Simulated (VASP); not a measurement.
Here is a VASP 6.6.1 calculation.

INCAR

```
PREC = Accurate ; ENCUT = 520
EDIFF = 1E-7 ; ISMEAR = 0
SIGMA = 0.1 ; LREAL = False
LASPH = True ; NELM = 60
ALGO = Normal ; ISIF = 2
LWAVE = False ; LCHARG = False
GGA = PE ; NBANDS = 40
```

KPOINTS

```
Automatic mesh
0
Gamma
  6 6 1
```

Contents of POSCAR:

```
ZrAl5N6
1.0
    2.9146840772     -0.0000000026      0.0000000000
   -1.4573420364      2.5241904562      0.0000000000
    0.0000000000      0.0000000000     15.5529301144
Zr Al N
1 5 6
Direct
    0.3333333333      0.6666666667      0.5000000000
    0.3333333333      0.6666666667      0.8369103077
    0.3333333333      0.6666666667      0.1630896923
    0.6666666667      0.3333333333      0.0000000000
    0.6666666667      0.3333333333      0.3261043295
    0.6666666667      0.3333333333      0.6738956705
    0.0000000000      0.0000000000      0.7547140517
    0.0000000000      0.0000000000      0.0818667645
    0.0000000000      0.0000000000      0.4055255967
    0.0000000000      0.0000000000      0.9181332355
    0.0000000000      0.0000000000      0.2452859483
    0.0000000000      0.0000000000      0.5944744033
```

Potentials or basis: VASP PAW PBE potentials, release 64 (Zr_sv, Al, N).

Run with:

```sh
$ cat potpaw_PBE.64/Zr_sv/POTCAR potpaw_PBE.64/Al/POTCAR potpaw_PBE.64/N/POTCAR > POTCAR
$ mpirun -np 1 vasp_std > vasp.out
```

(1) Estimate the pressure.

(2) Predict the largest force.

## Answers

(1) -0.1 GPa.

(2) 0.031 eV/Å.

Caveat: the k points lie up to 0.41 Å⁻¹ apart.
